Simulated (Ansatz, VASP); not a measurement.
Two plane-wave programs on Si2C

File INCAR:

```
SYSTEM = Si2C
PREC = Accurate ; ENCUT = 600
EDIFF = 1E-6 ; ISMEAR = 0
SIGMA = 0.02 ; LREAL = .FALSE.
LASPH = .TRUE. ; NELM = 80
ALGO = Normal ; ISIF = 3
LWAVE = .FALSE. ; LCHARG = .FALSE.
GGA = PE ; IBRION = 2
NSW = 100 ; EDIFFG = -0.01
```

File KPOINTS:

```
regular mesh
0
G
  8 8 8
  0 0 0
```

Contents of POSCAR:

```
Si2C
1.0
   -1.9507082803      3.5359718147      4.3680631508
    1.9507082803     -3.5359718147      4.3680631508
    1.9507082803      3.5359718147     -4.3680631508
Si C
4 2
Direct
    0.8797184867      0.2101189865      0.6695995002
    0.4594805137      0.7898810135      0.6695995002
    0.5405194863      0.2101189865      0.3304004998
    0.1202815133      0.7898810135      0.3304004998
    0.4021961456      0.0000000000      0.4021961456
    0.5978038544      0.0000000000      0.5978038544
```

Input for Ansatz:

```yaml
crystal:
  lattice:
    - [-1.9507082803, 3.5359718147, 4.3680631508]
    - [1.9507082803, -3.5359718147, 4.3680631508]
    - [1.9507082803, 3.5359718147, -4.3680631508]
  atoms:
    - { symbol: Si, position: [0.8797184867, 0.2101189865, 0.6695995002] }
    - { symbol: Si, position: [0.4594805137, 0.7898810135, 0.6695995002] }
    - { symbol: Si, position: [0.5405194863, 0.2101189865, 0.3304004998] }
    - { symbol: Si, position: [0.1202815133, 0.7898810135, 0.3304004998] }
    - { symbol: C, position: [0.4021961456, 0.0, 0.4021961456] }
    - { symbol: C, position: [0.5978038544, 0.0, 0.5978038544] }
basis:
  ecutwfc: 420
kpoints:
  mp_grid: { grid: [8, 8, 8] }
hamiltonian:
  xc: pbe
scf:
  occupations: { method: gaussian, width: 0.02 }
output:
  forces: true
  stress: true
  eigenvalues: true
relax:
  adjacent_minimum: "off"
  f_tol: 0.01
  max_steps: 80
  cell: { stress_tol: 0.05 }
```

Alike in both runs: task relaxation of cell and atoms; functional PBE; k mesh 8 × 8 × 8; occupations gaussian, width 0.02 eV; no spin polarisation.

|  | VASP | Ansatz |
| --- | --- | --- |
| version | VASP 6.6.1 | Ansatz 0.2.0 |
| potentials or method | VASP PAW PBE potentials, release 64 (Si, C), cutoff 600 eV | scalar-relativistic, plane waves, PAW |
| valence electrons in the cell | 24 | 24 |

```tsv
	VASP	Ansatz	Ansatz less VASP
gap on the k mesh at the Fermi level, each at its own relaxed structure (eV)	1.06	1.05	-0.006
relaxed volume (Å³/atom)	20.06	20.09	+0.029
relaxed length of the cell vector where the two differ most in proportion (Å)	5.947	5.949	+0.0024
```
